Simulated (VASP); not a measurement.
# CoSi (rocksalt type) (Fm-3m) in VASP: notebook

Runs on CoSi (rocksalt type). Level: LDA. Tasks: single point.

Program: VASP 6.6.1. These are calculated values, not measurements. Logs are shortened: lines on timing, memory, paths and dates and some standing lists are left out, and cuts for length are marked.

## 1. The cell of the first run

Symmetry: Fm-3m, No. 225, cubic system. The conventional cell has a = 3.744 Å, b = 3.744 Å, c = 3.744 Å, α = 90.00°, β = 90.00°, γ = 90.00°. Co (site symmetry m-3m) has 6 Si at 1.87 Å within 2.5 Å. Si (site symmetry m-3m) has 6 Co at 1.87 Å within 2.5 Å.

## 2. Single point, LDA (volume scaled by 0.55)

Contents of INCAR:

```
  PREC = Accurate
  ENCUT = 520
  EDIFF = 1E-6
  ISMEAR = -1
  SIGMA = 0.1
  LREAL = F
  LASPH = T
  NELM = 60
  ALGO = Normal
  ISIF = 2
  LWAVE = F
  LCHARG = T
  LELF = T
  LVHAR = T
  NBANDS = 14
```

Contents of KPOINTS:

```
Automatic mesh
0
Gamma
  14 14 14
```

Contents of POSCAR:

```
CoSi
1.0
    0.0000000000      1.8721677143      1.8721677143
    1.8721677143      0.0000000000      1.8721677143
    1.8721677143      1.8721677143      0.0000000000
Co Si
1 1
Direct
    0.0000000000      0.0000000000      0.0000000000
    0.5000000000      0.5000000000      0.5000000000
```

Potentials or basis: VASP PAW LDA potentials, release 64 (Co, Si).

Started as:

```sh
> cat potpaw_LDA.64/Co/POTCAR potpaw_LDA.64/Si/POTCAR > POTCAR
> mpirun -np 1 vasp_std > vasp.out
```

OUTCAR:

```text
PREC = Accurate
   ENCUT = 520
   EDIFF = 1E-6
   ISMEAR = -1
   LREAL = F
   LASPH = T
   NELM = 60
   ISIF = 2

 ion  position               nearest neighbor table
   1  0.000  0.000  0.000-   2 1.87   2 1.87   2 1.87   2 1.87   2 1.87   2 1.87
   2  0.500  0.500  0.500-   1 1.87   1 1.87   1 1.87   1 1.87   1 1.87   1 1.87

  LATTYP: Found a face centered cubic cell.
 ALAT       =     3.7443354286

  Lattice vectors:

 A1 = (   0.0000000000,   1.8721677143,   1.8721677143)
 A2 = (   1.8721677143,   0.0000000000,   1.8721677143)
 A3 = (   1.8721677143,   1.8721677143,   0.0000000000)

Analysis of symmetry for initial positions (statically):
=====================================================================
 Subroutine PRICEL returns:
 Original cell was already a primitive cell.

 Routine SETGRP: Setting up the symmetry group for a
 face centered cubic supercell.

 Subroutine GETGRP returns: Found 48 space group operations
 (whereof 48 operations were pure point group operations)
 out of a pool of 48 trial point group operations.

The static configuration has the point symmetry O_h .

Analysis of symmetry for dynamics (positions and initial velocities):
=====================================================================
 Subroutine PRICEL returns:
 Original cell was already a primitive cell.

 Routine SETGRP: Setting up the symmetry group for a
 face centered cubic supercell.

 Subroutine GETGRP returns: Found 48 space group operations
 (whereof 48 operations were pure point group operations)
 out of a pool of 48 trial point group operations.

The dynamic configuration has the point symmetry O_h .

 Subroutine INISYM returns: Found 48 space group operations
 (whereof 48 operations are pure point group operations),
 and found     1 'primitive' translations

----------------------------------------------------------------------------------------

                                     Primitive cell

  volume of cell :      13.1239

  direct lattice vectors                    reciprocal lattice vectors
     0.000000000  1.872167714  1.872167714    -0.267070090  0.267070090  0.267070090
     1.872167714  0.000000000  1.872167714     0.267070090 -0.267070090  0.267070090
     1.872167714  1.872167714  0.000000000     0.267070090  0.267070090 -0.267070090

  length of vectors
     2.647644973  2.647644973  2.647644973     0.462578965  0.462578965  0.462578965

  position of ions in fractional coordinates (direct lattice)
     0.000000000  0.000000000  0.000000000
     0.500000000  0.500000000  0.500000000

  ion indices of the primitive-cell ions
   primitive index   ion index
                 1           1
                 2           2

----------------------------------------------------------------------------------------

 KPOINTS: Automatic mesh

Automatic generation of k-mesh.
 Grid dimensions read from file:
 generate k-points for:   14   14   14

 Generating k-lattice:

  Cartesian coordinates                     Fractional coordinates (reciprocal lattice)
    -0.019076435  0.019076435  0.019076435     0.071428571  0.000000000  0.000000000
     0.019076435 -0.019076435  0.019076435     0.000000000  0.071428571  0.000000000
     0.019076435  0.019076435 -0.019076435     0.000000000  0.000000000  0.071428571

  Length of vectors
     0.033041355  0.033041355  0.033041355

  Shift w.r.t. Gamma in fractional coordinates (k-lattice)
     0.000000000  0.000000000  0.000000000

 Subroutine IBZKPT returns following result:
 ===========================================

 Found    104 irreducible k-points:

 Following reciprocal coordinates:
            Coordinates               Weight
  0.000000  0.000000  0.000000      1.000000
  0.071429  0.000000  0.000000      8.000000
  0.142857  0.000000  0.000000      8.000000
  0.214286  0.000000  0.000000      8.000000
  0.285714  0.000000  0.000000      8.000000
  0.357143  0.000000  0.000000      8.000000
[... 16 lines left out ...]
  0.214286  0.142857  0.000000     24.000000
  0.285714  0.142857  0.000000     24.000000
 [... further k-points ...]
   k-points           NKPTS =    104   k-points in BZ     NKDIM =    104   number of bands    NBANDS=     14
   number of dos      NEDOS =    301   number of ions     NIONS =      2
   total plane-waves  NPLWV =   8000
   dimension x,y,z NGX =    20 NGY =   20 NGZ =   20
   dimension x,y,z NGXF=    40 NGYF=   40 NGZF=   40
   ions per type =               1   1
   NGX,Y,Z   is equivalent  to a cutoff of  12.56, 12.56, 12.56 a.u.
   NGXF,Y,Z  is equivalent  to a cutoff of  25.12, 25.12, 25.12 a.u.
 SYSTEM =  unknown system
   PREC   = accura    normal or accurate (medium, high low for compatibility)
   ISTART =      0    job   : 0-new  1-cont  2-samecut
   ICHARG =      2    charge: 1-file 2-atom 10-const
   ISPIN  =      1    spin polarized calculation?
   LNONCOLLINEAR =      F non collinear calculations
   LSORBIT =      F    spin-orbit coupling
   LASPH  =      T    aspherical Exc in radial PAW
   ENCUT  =  520.0 eV  38.22 Ry    6.18 a.u.   4.92  4.92  4.92*2*pi/ulx,y,z
   NELM   =     60;   NELMIN=  2; NELMDL= -5     # of ELM steps
   EDIFF  = 0.1E-05   stopping-criterion for ELM
   LREAL  =      F    real-space projection
   EDIFFG = 0.1E-04   stopping-criterion for IOM
   NSW    =      0    number of steps for IOM
   IBRION =     -1    ionic relax: 0-MD 1-quasi-New 2-CG
   NFREE  =      0    steps in history (QN), initial steepest desc. (CG)
   ISIF   =      2    stress and relaxation
   ISYM   =      2    0-nonsym 1-usesym 2-fastsym
   POTIM  = 0.5000    time-step for ionic-motion
   TEBEG  =    0.0;   TEEND  =   0.0 temperature during run
   PSTRESS=    0.0 pullay stress
   NELECT =      13.0000    total number of electrons
   NUPDOWN=      -1.0000    fix difference up-down
   EMIN   =  10.00;   EMAX   =-10.00  energy-range for DOS
   EFERMI =   0.00;   METHOD = LEGACY
   ISMEAR =    -1;   SIGMA  =   0.10  broadening in eV -4-tet -1-fermi 0-gaus
   EFERMI_NEDOS =   21; number of points for ismear=-14 and -15
   IALGO  =     38    algorithm
   IMIX   =      4    mixing-type and parameters
     AMIX     =   0.40;   BMIX     =  1.00
     AMIX_MAG =   1.60;   BMIX_MAG =  1.00
  volume/ion in A,a.u.               =       6.56        44.28
  Fermi-wavevector in a.u.,A,eV,Ry     =   1.631929  3.083898 36.234920  2.663192
  Thomas-Fermi vector in A             =   2.723984
   LORBIT       =      0    0 simple, 1 ext, 2 COOP (PROOUT), +10 PAW based schemes
   GGA     = CA    functional components
   LHFCALC =     F    Hartree Fock is set to
   AEXX    =    0.0000 exact exchange contribution
   IVDW    =     0    specifies the selected vdW correction
   LEPSILON=     F    determine dielectric tensor
   LRPA    =     F    only Hartree local field effects (RPA)
 non-spin polarized calculation
  energy-cutoff  :      520.00
  volume of cell :       13.12
 maximum number of plane-waves:       362
   NGX =  9   NGY =  9   NGZ =  9

 number of electron      13.0000006 magnetization

 Free energy of the ion-electron system (eV)
  ---------------------------------------------------
  ext. energy  EPLUGINS =         0.00000000
  ---------------------------------------------------
  free energy    TOTEN  =        -6.05793934 eV

  energy without entropy =       -6.03712748  energy(sigma->0) =       -6.04753341

 E-fermi :  22.6671     XC(G=0): -15.7255

 val. band max:       22.6645121651   @ k =  -0.2857   0.4286   0.2143
 cond. band min:      22.6679347485   @ k =  -0.3571   0.1429   0.0000
 fundamental gap:      0.0034225833
 Fermi energy:        22.6670896672

 k-point     1 :       0.0000    0.0000    0.0000
  band No.  band energies     occupation
      1       3.9842      2.00000
      2      16.5367      2.00000
      3      16.5367      2.00000
      4      16.5367      2.00000
      5      17.1971      2.00000
      6      17.1971      2.00000
      7      31.1106      0.00000
      8      31.1106      0.00000
      9      31.1106      0.00000
     10      34.3838      0.00000
     11      36.9545      0.00000
     12      36.9545      0.00000
     13      36.9545      0.00000
     14      44.5185      0.00000

 k-point     2 :       0.0714    0.0000    0.0000
  band No.  band energies     occupation
      1       4.1582      2.00000
      2      16.3807      2.00000
      3      16.6005      2.00000
      4      16.6005      2.00000
      5      17.1627      2.00000
      6      17.1627      2.00000
      7      30.4871      0.00000
      8      31.2262      0.00000
      9      31.2262      0.00000
     10      33.9851      0.00000
     11      36.9723      0.00000
     12      36.9723      0.00000
     13      37.8690      0.00000
     14      43.3586      0.00000

 k-point     3 :       0.1429    0.0000    0.0000
  band No.  band energies     occupation
      1       4.6721      2.00000
      2      15.9440      2.00000
      3      16.6150      2.00000
      4      16.6150      2.00000
      5      17.2522      2.00000
      6      17.2522      2.00000
      7      28.9164      0.00000
      8      31.5030      0.00000
      9      31.5030      0.00000
     10      33.5435      0.00000
     11      36.9436      0.00000
     12      36.9436      0.00000
     13      39.4679      0.00000
     14      41.7359      0.00000
[... 324 lines left out ...]
 k-point    23 :       0.2143    0.1429    0.0000
  band No.  band energies     occupation
      1       5.5012      2.00000
      2      15.4257      2.00000
      3      16.1092      2.00000
      4      16.9381      2.00000
      5      17.2312      2.00000
      6      17.7205      2.00000
      7      28.3896      0.00000
      8      29.2447      0.00000
      9      32.1598      0.00000
     10      33.1796      0.00000
     11      35.5308      0.00000
     12      37.9772      0.00000
     13      37.9864      0.00000
     14      42.4457      0.00000

 k-point    24 :       0.2857    0.1429    0.0000
  band No.  band energies     occupation
      1       6.4001      2.00000
      2      14.8542      2.00000
      3      15.7037      2.00000
      4      16.7182      2.00000
      5      17.7405      2.00000
      6      18.3048      2.00000
      7      26.4233      0.00000
      8      28.8040      0.00000
      9      32.2876      0.00000
     10      33.2426      0.00000
     11      34.6316      0.00000
     12      38.1340      0.00000
     13      38.1400      0.00000
     14      44.2069      0.00000

 [... further k-points ...]

------------------------ aborting loop because EDIFF is reached ----------------------------------------

  FORCE on cell =-STRESS in cart. coord.  units (eV):
  Direction    XX          YY          ZZ          XY          YZ          ZX
  --------------------------------------------------------------------------------------
  -------------------------------------------------------------------------------------
  Total       33.2508479     33.2508479     33.2508479     -0.0000000      0.0000000     -0.0000000
  in kB     4059.2804489   4059.2804489   4059.2804489     -0.0000000      0.0000000     -0.0000000
  external PRESSURE =    4059.2804489 kB  Pullay stress =       0.0000000 kB

 VOLUME and BASIS-vectors are now :
 -----------------------------------------------------------------------------
  energy-cutoff  :      520.00
  volume of cell :       13.12
      direct lattice vectors                 reciprocal lattice vectors
     0.000000000  1.872167714  1.872167714    -0.267070090  0.267070090  0.267070090
     1.872167714  0.000000000  1.872167714     0.267070090 -0.267070090  0.267070090
     1.872167714  1.872167714  0.000000000     0.267070090  0.267070090 -0.267070090

 POSITION                                       TOTAL-FORCE (eV/Angst)
 -----------------------------------------------------------------------------------
      0.00000      0.00000      0.00000        -0.000000     -0.000000     -0.000000
      1.87217      1.87217      1.87217         0.000000      0.000000      0.000000
 -----------------------------------------------------------------------------------
    total drift:                                0.000000     -0.000000     -0.000000

  FREE ENERGIE OF THE ION-ELECTRON SYSTEM (eV)
  ---------------------------------------------------
  free  energy   TOTEN  =        -6.0579393375 eV

  energy  without entropy=       -6.0371274810  energy(sigma->0) =       -6.04753341
```

Run time: 14 s. Hardware: 1 thread of Intel Xeon 6975P-C, shared host; peak memory 0.13 GiB.

What came out:

```yaml
Free_energy: -6.0579 eV
Pressure: 405.9 GPa
```

## 3. Single point, LDA (volume scaled by 0.55)

Contents of INCAR:

```
PREC     = Accurate       # precision mode
ENCUT    = 520            # plane-wave cutoff, eV
EDIFF    = 1E-6           # SCF threshold, eV
ISMEAR   = -1             # smearing method
SIGMA    = 0.1            # smearing width, eV
LREAL    = False          # projectors in reciprocal space
LASPH    = True           # aspherical terms in the spheres
NELM     = 100            # most SCF steps
ALGO     = Normal         # electronic algorithm
ISIF     = 2              # what is computed and relaxed
LWAVE    = False          # write WAVECAR
LCHARG   = True           # write CHGCAR
GGA      = CA             # functional
LELF     = True           # ELF
LVHAR    = True         
NBANDS   = 14             # bands
```

Contents of KPOINTS:

```
regular mesh
0
Gamma
  14 14 14
```

POSCAR is that of step 2.

Potentials or basis: VASP PAW LDA potentials, release 64 (Co, Si).

Started as:

```sh
> cat potpaw_LDA.64/Co/POTCAR potpaw_LDA.64/Si/POTCAR > POTCAR
> mpirun -np 1 vasp_std > vasp.out
```

It took 14 s on 1 thread of Intel Xeon 6975P-C, shared host; peak memory 0.13 GiB.

The run converged. Its results:

```
Free energy : -6.0579 eV
Pressure    : 405.9 GPa
```

Levels at points of the mesh, in eV from the Fermi level:
```tsv
k point	band 2	band 3	band 4	band 5	band 6	band 7	band 8	band 9	band 10	band 11
(0.00, 0.00, 0.00)	-6.13	-6.13	-6.13	-5.47	-5.47	8.44	8.44	8.44	11.72	14.29
(0.50, 0.00, 0.00)	-11.07	-7.07	-7.07	-2.98	-2.98	-0.51	7.84	7.84	8.91	12.46
(0.50, 0.50, 0.00)	-9.25	-9.12	-4.19	-2.35	-2.35	0.11	0.11	0.58	9.44	11.81
```

 Spin polarisation is off, so any magnetic state and its effect on volume and gap are missing.

[end of part 1 of 2]
